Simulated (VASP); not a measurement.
Runs of VASP 6.6.1 on Sn3Br. The structure is that of space group Pm-3m (No. 221), or close to it. The cells are those of the table. 

```csv
task,cell,k mesh,cutoff (eV),gap on the mesh (eV),pressure (GPa),relaxed volume (Å³/atom)
single point,"a = 4.709 Å, 4 atoms",4 × 4 × 4,520,none,4.0,-
relaxation of cell and atoms,"relaxed from a = 4.690, b = 4.690, c = 4.642 Å, 4 atoms",4 × 4 × 4,600,none,0.0,28.31
relaxation of cell and atoms,"relaxed from a = 4.709 Å, 4 atoms",10 × 10 × 10,600,none,0.0,(a)
single point,"a = 4.690, b = 4.690, c = 4.642 Å, 4 atoms",4 × 4 × 4,520,none,5.3,-
single point,"a = 4.854 Å, 4 atoms",10 × 10 × 10,520,none,0.0,-
relaxation of cell and atoms,"relaxed from a = 4.854 Å, 4 atoms",10 × 10 × 10,600,none,0.0,-
```

Alike in all rows: level PBE; potentials or basis VASP PAW PBE potentials, release 64 (Sn_d, Br); no spin polarisation; smearing gaussian 0.1 eV.

Task: Estimate the missing entries.

Result: (a) 28.57.

Caveats: spin-orbit coupling is left out, which moves the levels of the heavy elements; an odd number of electrons without spin polarisation forces a metal; a magnetic or distorted state may lie lower; the relaxation stopped at its first step, so nothing moved (some runs).

A k mesh can miss the band edges, and the runs leave out spin-orbit coupling on Br, Sn.

A gap of «none» marks levels without a gap at the run's occupations.
